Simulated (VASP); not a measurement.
Input of a VASP 6.6.1 run:

Contents of INCAR:

```
PREC = Accurate
ENCUT = 520
EDIFF = 1E-6
ISMEAR = 0
SIGMA = 0.1
LREAL = F
LASPH = T
NELM = 100
ALGO = Fast
ISIF = 2
LWAVE = F
LCHARG = T
GGA = PE
LELF = T
LVHAR = T
NBANDS = 20
```

Contents of KPOINTS:

```
regular mesh
0
Gamma
  6 6 6
```

The input POSCAR:

```
TiSn
1.0
    0.0000000000      2.8014640301      2.8014640301
    2.8014640301      0.0000000000      2.8014640301
    2.8014640301      2.8014640301      0.0000000000
Ti Sn
1 1
Direct
    0.5000000000      0.5000000000      0.5000000000
    0.0000000000      0.0000000000      0.0000000000
```

Potentials or basis: VASP PAW PBE potentials, release 64 (Ti_sv, Sn_d).

The run is started by

```console
$ cat potpaw_PBE.64/Ti_sv/POTCAR potpaw_PBE.64/Sn_d/POTCAR > POTCAR
$ mpirun -np 1 vasp_std > vasp.out
```

(1) Predict the pressure.

(2) Estimate the band gap on the k mesh.

## Answers

(1) -0.2 GPa.

(2) zero (band 13 reaches 8.36 eV, above the bottom of band 14 at 8.08 eV).

Caveat: spin-orbit coupling is left out, which moves the levels of the heavy elements.
